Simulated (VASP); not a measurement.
# LaPPd3 (I-43m) in VASP: notebook

The runs below take LaPPd3 through single point, with PBE.

Program: VASP 6.6.1. These are calculated values, not measurements. Logs are shortened: lines on timing, memory, paths and dates and some standing lists are left out, and cuts for length are marked.

## (1) The cell of the first run

The structure is cubic, space group I-43m (No. 217). Conventional cell: a = 9.114 Å, b = 9.114 Å, c = 9.114 Å, α = 90.00°, β = 90.00°, γ = 90.00°. La (site symmetry -43m) has 4 P at 3.00 Å and 12 Pd at 3.51 Å within 3.9 Å. Within 3.9 Å of La (site symmetry -42m) lie 12 Pd at 3.00 to 3.26 Å and 4 P at 3.74 Å. Within 3.2 Å of Pd (site symmetry m) lie 2 P at 2.39 to 2.45 Å and 6 Pd at 2.87 to 3.05 Å and 1 La at 3.00 Å. Within 3.2 Å of P (site symmetry 3m) lie 6 Pd at 2.39 to 2.45 Å and 1 La at 3.00 Å.

## (2) Single point, PBE

Input file INCAR:

```
PREC = Accurate ; ENCUT = 520
EDIFF = 1E-7 ; ISMEAR = 0
SIGMA = 0.05 ; LREAL = Auto
LASPH = True ; NELM = 100
ALGO = Normal ; ISIF = 2
LWAVE = False ; LCHARG = True
GGA = PE ; LELF = True
LVHAR = True ; NBANDS = 108
```

Input file KPOINTS:

```
regular mesh
0
Gamma
  6 6 6
```

Input file POSCAR:

```
LaPPd3
1.0
   -4.5572003679      4.5572003679      4.5572003679
    4.5572003679     -4.5572003679      4.5572003679
    4.5572003679      4.5572003679     -4.5572003679
La Pd P
4 12 4
Direct
    0.0000000000      0.0000000000      0.0000000000
    0.0000000000      0.5000000000      0.5000000000
    0.5000000000      0.0000000000      0.5000000000
    0.5000000000      0.5000000000      0.0000000000
    0.3171075525      0.3171075525      0.5400520342
    0.6828924475      0.2229444817      0.0000000000
    0.7770555183      0.7770555183      0.4599479658
    0.2229444817      0.6828924475      0.0000000000
    0.5400520342      0.3171075525      0.3171075525
    1.0000000000      0.6828924475      0.2229444817
    0.4599479658      0.7770555183      0.7770555183
    0.0000000000      0.2229444817      0.6828924475
    0.3171075525      0.5400520342      0.3171075525
    0.2229444817      0.0000000000      0.6828924475
    0.7770555183      0.4599479658      0.7770555183
    0.6828924475      1.0000000000      0.2229444817
    0.6204303238      0.6204303238      0.6204303238
    0.3795696762      0.0000000000      0.0000000000
    0.0000000000      0.0000000000      0.3795696762
    0.0000000000      0.3795696762      0.0000000000
```

Potentials or basis: VASP PAW PBE potentials, release 64 (La, Pd, P).

The run is started by

```bash
$ cat potpaw_PBE.64/La/POTCAR potpaw_PBE.64/Pd/POTCAR potpaw_PBE.64/P/POTCAR > POTCAR
$ mpirun -np 1 vasp_std > vasp.out
```

OUTCAR:

```text
PREC = Accurate
   ENCUT = 520
   EDIFF = 1E-7
   ISMEAR = 0
   LREAL = Auto
   LASPH = True
   NELM = 100
   ISIF = 2
   GGA = PE

 ion  position               nearest neighbor table
   1  0.000  0.000  0.000-  17 3.00  18 3.00  19 3.00  20 3.00  14 3.51  16 3.51   6 3.51   8 3.51
                            10 3.51  12 3.51  13 3.51   5 3.51   9 3.51   7 3.51  15 3.51  11 3.51
   2  0.000  0.500  0.500-   9 3.00  11 3.00  10 3.00  12 3.00   5 3.26  13 3.26   8 3.26  14 3.26
                             6 3.26  16 3.26   7 3.26  15 3.26
   3  0.500  0.000  0.500-  13 3.00  15 3.00  14 3.00  16 3.00   5 3.26   9 3.26   6 3.26  12 3.26
                             8 3.26  10 3.26  11 3.26   7 3.26
   4  0.500  0.500  0.000-   5 3.00   7 3.00   6 3.00   8 3.00   9 3.26  13 3.26  10 3.26  16 3.26
                            14 3.26  12 3.26  15 3.26  11 3.26
   5  0.317  0.317  0.540-  19 2.39  17 2.45   9 2.87  13 2.87   4 3.00  12 3.05  14 3.05  11 3.05
                            15 3.05   3 3.26   2 3.26   1 3.51
   6  0.683  0.223  0.000-  20 2.39  18 2.45  16 2.87  11 2.87   4 3.00  15 3.05   9 3.05  10 3.05
                            14 3.05   2 3.26   3 3.26   1 3.51
   7  0.777  0.777  0.460-  17 2.39  19 2.45  12 2.87  14 2.87   4 3.00  10 3.05  16 3.05   9 3.05
                            13 3.05   3 3.26   2 3.26   1 3.51
   8  0.223  0.683  0.000-  18 2.39  20 2.45  10 2.87  15 2.87   4 3.00  11 3.05  13 3.05  12 3.05
                            16 3.05   3 3.26   2 3.26   1 3.51
   9  0.540  0.317  0.317-  18 2.39  17 2.45   5 2.87  13 2.87   2 3.00  16 3.05   6 3.05  15 3.05
                             7 3.05   3 3.26   4 3.26   1 3.51
  10  0.000  0.683  0.223-  19 2.39  20 2.45   8 2.87  15 2.87   2 3.00  13 3.05   7 3.05  14 3.05
                             6 3.05   3 3.26   4 3.26   1 3.51
  11  0.460  0.777  0.777-  17 2.39  18 2.45   6 2.87  16 2.87   2 3.00  14 3.05   8 3.05   5 3.05
                            13 3.05   3 3.26   4 3.26   1 3.51
  12  0.000  0.223  0.683-  20 2.39  19 2.45  14 2.87   7 2.87   2 3.00   5 3.05  15 3.05   8 3.05
                            16 3.05   4 3.26   3 3.26   1 3.51
  13  0.317  0.540  0.317-  20 2.39  17 2.45   5 2.87   9 2.87   3 3.00  10 3.05   8 3.05   7 3.05
                            11 3.05   2 3.26   4 3.26   1 3.51
  14  0.223  0.000  0.683-  18 2.39  19 2.45  12 2.87   7 2.87   3 3.00  11 3.05   5 3.05   6 3.05
                            10 3.05   4 3.26   2 3.26   1 3.51
  15  0.777  0.460  0.777-  17 2.39  20 2.45   8 2.87  10 2.87   3 3.00   6 3.05  12 3.05   5 3.05
                             9 3.05   2 3.26   4 3.26   1 3.51
  16  0.683  0.000  0.223-  19 2.39  18 2.45   6 2.87  11 2.87   3 3.00   9 3.05   7 3.05   8 3.05
                            12 3.05   2 3.26   4 3.26   1 3.51
  17  0.620  0.620  0.620-   7 2.39  11 2.39  15 2.39   5 2.45  13 2.45   9 2.45   1 3.00
  18  0.380  0.000  0.000-   9 2.39   8 2.39  14 2.39  11 2.45   6 2.45  16 2.45   1 3.00
  19  0.000  0.000  0.380-   5 2.39  10 2.39  16 2.39   7 2.45  14 2.45  12 2.45   1 3.00
  20  0.000  0.380  0.000-  13 2.39  12 2.39   6 2.39  15 2.45  10 2.45   8 2.45   1 3.00

  LATTYP: Found a body centered cubic cell.
 ALAT       =     9.1144007358

  Lattice vectors:

 A1 = (  -4.5572003679,   4.5572003679,   4.5572003679)
 A2 = (   4.5572003679,  -4.5572003679,   4.5572003679)
 A3 = (   4.5572003679,   4.5572003679,  -4.5572003679)
[... 174 lines left out ...]
     AMIX_MAG =   1.60;   BMIX_MAG =  1.00
  volume/ion in A,a.u.               =      18.93       127.74
  Fermi-wavevector in a.u.,A,eV,Ry     =   1.287150  2.432362 22.541538  1.656756
  Thomas-Fermi vector in A             =   2.419182
   LORBIT       =      0    0 simple, 1 ext, 2 COOP (PROOUT), +10 PAW based schemes
   GGA     = PE    functional components
   LHFCALC =     F    Hartree Fock is set to
   AEXX    =    0.0000 exact exchange contribution
   IVDW    =     0    specifies the selected vdW correction
   LEPSILON=     F    determine dielectric tensor
   LRPA    =     F    only Hartree local field effects (RPA)
 non-spin polarized calculation
 Gauss-broadening in eV      SIGMA  =   0.05
  energy-cutoff  :      520.00
  volume of cell :      378.58
 maximum number of plane-waves:     10224
   NGX = 29   NGY = 29   NGZ = 29

 number of electron     183.9999971 magnetization

 Free energy of the ion-electron system (eV)
  ---------------------------------------------------
  ext. energy  EPLUGINS =         0.00000000
  ---------------------------------------------------
  free energy    TOTEN  =      -122.48194652 eV

  energy without entropy =     -122.47669147  energy(sigma->0) =     -122.47931900

 E-fermi :   9.1147     XC(G=0): -11.5233

 val. band max:        9.1039502234   @ k =   0.3333   0.0000   0.0000
 cond. band min:       9.1945587405   @ k =   0.0000   0.0000   0.0000
 fundamental gap:      0.0906085171
 Fermi energy:         9.1146690167

 k-point     1 :       0.0000    0.0000    0.0000
  band No.  band energies     occupation
      1     -23.4754      2.00000
      2     -23.3198      2.00000
      3     -23.3096      2.00000
      4     -23.3096      2.00000
      5      -7.3162      2.00000
      6      -7.3162      2.00000
[... 1701 lines left out ...]
    103      11.1699      0.00000
    104      11.1700      0.00000
 [bands above 104 left out]

------------------------ aborting loop because EDIFF is reached ----------------------------------------

  FORCE on cell =-STRESS in cart. coord.  units (eV):
  Direction    XX          YY          ZZ          XY          YZ          ZX
  --------------------------------------------------------------------------------------
  -------------------------------------------------------------------------------------
  Total       -0.3963978     -0.3963978     -0.3963978     -0.0000000     -0.0000000      0.0000000
  in kB       -1.6775962     -1.6775962     -1.6775962     -0.0000000     -0.0000000      0.0000000
  external PRESSURE =      -1.6775962 kB  Pullay stress =       0.0000000 kB

 VOLUME and BASIS-vectors are now :
 -----------------------------------------------------------------------------
  energy-cutoff  :      520.00
  volume of cell :      378.58
      direct lattice vectors                 reciprocal lattice vectors
    -4.557200368  4.557200368  4.557200368     0.000000000  0.109716484  0.109716484
     4.557200368 -4.557200368  4.557200368     0.109716484  0.000000000  0.109716484
     4.557200368  4.557200368 -4.557200368     0.109716484  0.109716484  0.000000000

 POSITION                                       TOTAL-FORCE (eV/Angst)
 -----------------------------------------------------------------------------------
      0.00000      0.00000      0.00000         0.000000     -0.000000      0.000000
      4.55720      0.00000      0.00000         0.000000     -0.000000      0.000000
      0.00000      4.55720      0.00000         0.000000     -0.000000      0.000000
      0.00000      0.00000      4.55720         0.000000     -0.000000      0.000000
      2.46113      2.46113      0.42912        -0.000914     -0.000914     -0.000639
     -2.09608      2.09608      4.12808        -0.000914      0.000914      0.000639
[... 12 lines left out ...]
      1.72978      1.72978     -1.72978         0.002030      0.002030     -0.002030
      1.72978     -1.72978      1.72978         0.002030     -0.002030      0.002030
 -----------------------------------------------------------------------------------
    total drift:                               -0.000000     -0.000000      0.000000

  FREE ENERGIE OF THE ION-ELECTRON SYSTEM (eV)
  ---------------------------------------------------
  free  energy   TOTEN  =      -122.4819465191 eV

  energy  without entropy=     -122.4766914720  energy(sigma->0) =     -122.47931900
```

Wall time 22 min (1 thread of AMD EPYC 9R45 (Zen 5), shared host); peak memory 0.73 GiB.

Results:

| Property | Result |
| --- | --- |
| Free energy | -122.4819 eV |
| Pressure | -0.2 GPa |
| Largest force | 0.004 eV/Å |
| Band gap on the k mesh | zero (filled and empty bands overlap) |

Forces on the atoms (eV/Å):
```
La   0.000  0.000  0.000
La   0.000  0.000  0.000
La   0.000  0.000  0.000
La   0.000  0.000  0.000
Pd  -0.001 -0.001 -0.001
Pd  -0.001  0.001  0.001
Pd   0.001  0.001 -0.001
Pd   0.001 -0.001  0.001
Pd  -0.001 -0.001 -0.001
Pd   0.001 -0.001  0.001
Pd  -0.001  0.001  0.001
Pd   0.001  0.001 -0.001
Pd  -0.001 -0.001 -0.001
Pd   0.001  0.001 -0.001
Pd   0.001 -0.001  0.001
Pd  -0.001  0.001  0.001
P   -0.002 -0.002 -0.002
P   -0.002  0.002  0.002
P    0.002  0.002 -0.002
P    0.002 -0.002  0.002
```

Levels at points of the mesh, in eV from the Fermi level:
```
           k point  band 89  band 90  band 91  band 92  band 93  band 94  band 95  band 96
(0.00, 0.00, 0.00)    -0.88    -0.39    -0.39    -0.39     0.08     0.08     1.06     1.58
(0.50, 0.00, 0.00)    -0.29    -0.22    -0.21    -0.11     0.72     0.92     0.99     1.22
(0.50, 0.50, 0.50)    -0.76    -0.30    -0.30    -0.30     1.15     1.15     1.15     1.42
```

Caveat: spin-orbit coupling is left out, which moves the levels of the heavy elements.

## (3) Single point, PBE

Input file INCAR:

```
ALGO = Normal ; EDIFF = 1E-6
ENCUT = 520 ; GGA = PE
ISIF = 2 ; ISMEAR = 0
LASPH = True ; LCHARG = True
LELF = True ; LREAL = Auto
LVHAR = True ; LWAVE = False
NBANDS = 108 ; NELM = 100
PREC = Accurate ; SIGMA = 0.05
```

Input file KPOINTS:

```
k-points
0
Gamma
  6 6 6
```

POSCAR is that of step 2.

Potentials or basis: VASP PAW PBE potentials, release 64 (La, Pd, P).

The run is started by

```bash
$ cat potpaw_PBE.64/La/POTCAR potpaw_PBE.64/Pd/POTCAR potpaw_PBE.64/P/POTCAR > POTCAR
$ mpirun -np 1 vasp_std > vasp.out
```

Run time: 47 min. Hardware: 1 thread of Intel Xeon Platinum 8259CL at 2.50GHz (Skylake/Cascade Lake), shared host; peak memory 0.76 GiB.

Results (log left out):

```yaml
Free_energy: -122.4819 eV
Pressure: -0.2 GPa
Largest_force: 0.004 eV/Å
Band_gap_on_the_k_mesh: zero (filled and empty bands overlap)
```

Forces on the atoms (eV/Å):
```
La   0.000  0.000  0.000
La   0.000  0.000  0.000
La   0.000  0.000  0.000
La   0.000  0.000  0.000
Pd  -0.001 -0.001  0.000
Pd  -0.001  0.001  0.000
Pd   0.001  0.001  0.000
Pd   0.001 -0.001  0.000
Pd   0.000 -0.001 -0.001
Pd   0.000 -0.001  0.001
Pd   0.000  0.001  0.001
Pd   0.000  0.001 -0.001
Pd  -0.001  0.000 -0.001
Pd   0.001  0.000 -0.001
Pd   0.001  0.000  0.001
Pd  -0.001  0.000  0.001
P   -0.002 -0.002 -0.002
P   -0.002  0.002  0.002
P    0.002  0.002 -0.002
P    0.002 -0.002  0.002
```

Levels at points of the mesh, in eV from the Fermi level:
```
           k point  band 88  band 89  band 90  band 91  band 92  band 93  band 94  band 95  band 96  band 97
(0.00, 0.00, 0.00)    -0.88    -0.88    -0.39    -0.39    -0.39     0.08     0.08     1.06     1.58     1.58
(0.50, 0.00, 0.00)    -0.70    -0.29    -0.22    -0.21    -0.11     0.72     0.91     0.99     1.22     1.32
(0.50, 0.50, 0.50)    -0.76    -0.76    -0.30    -0.30    -0.30     1.15     1.15     1.15     1.42     1.42
```

Caveat: spin-orbit coupling is left out, which moves the levels of the heavy elements.
